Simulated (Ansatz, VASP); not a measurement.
**Pd in VASP and in Ansatz**

```
Pd
1.0
     0.00000    1.94490    1.94490
     1.94490    0.00000    1.94490
     1.94490    1.94490    0.00000
Pd
1
Direct
  0.00000 0.00000 0.00000
```

Alike in both runs: task relaxation of cell and atoms; functional LDA; k mesh 14 × 14 × 14; occupations fermi-dirac, width 0.1 eV; no spin polarisation.

```csv
,VASP,Ansatz
version,VASP 6.6.1,Ansatz 0.2.0
potentials or method,"VASP PAW LDA potentials, release 64 (Pd), cutoff 600 eV","plane waves (420 eV) with PAW, scalar-relativistic"
valence electrons in the cell,10,18
```

```tsv
	VASP	Ansatz	Ansatz less VASP
relaxed volume (Å³/atom)	14.19	14.18	-0.014
relaxed cell length with the largest relative difference (Å)	2.718	2.717	-0.0009
```

Ansatz warns that its potentials were made for another functional, while VASP's fit it. LDA's correlation is that of Perdew and Zunger in VASP and of Perdew and Wang (1992) in Ansatz. VASP's potentials hold 10 valence electrons a cell and Ansatz's 18, so a difference there can come from the potentials and not from the codes.
